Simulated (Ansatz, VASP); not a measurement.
# Ni: VASP beside Ansatz

```xyz
2
Lattice="2.4723 0.0000 0.0000 -1.2361 2.1410 0.0000 0.0000 0.0000 4.1131" Properties=species:S:1:pos:R:3 pbc="T T T"
Ni    0.0000    1.4274    1.0283
Ni    1.2361    0.7137    3.0849
```

Change from the starting cell: volume scaled by 1.03, PAW files.

Alike in both runs: task electric field gradients; functional LDA; k mesh 15 × 15 × 8; occupations fermi-dirac, width 0.08 eV; collinear spin.

|  | VASP | Ansatz |
| --- | --- | --- |
| version | VASP 6.6.1 | Ansatz 0.2.0 |
| potentials or method | VASP PAW LDA potentials, release 64 (Ni) | PAW with Ansatz's default frozen-core files, scalar-relativistic |
| plane-wave cutoff (eV) | 520 | 420 |
| valence electrons in the cell | 20 | 36 |

VASP gave:

```
pressure (GPa)                                                : -16.0
traceless stress, the component that is largest in VASP (GPa) : -2.08
net moment per atom (μB)                                      : 0.61
size of the moment on the site where the two differ most (μB) : 0.62
size of Vzz on the site where it differs most (V/Å²)          : 2.0
```

Task: Which values does Ansatz return?

Result: Pressure (GPa): -16.1; traceless stress, the component that is largest in VASP (GPa): -2.03; net moment per atom (μB): 0.63; size of the moment on the site where the two differ most (μB): 0.66; size of Vzz on the site where it differs most (V/Å²): 2.9.

LDA's correlation is that of Perdew and Zunger in VASP and of Perdew and Wang (1992) in Ansatz. Site moments also hang on the region over which each program counts them. VASP's potentials hold 20 valence electrons a cell and Ansatz's 36, so a difference there can come from the potentials and not from the codes.
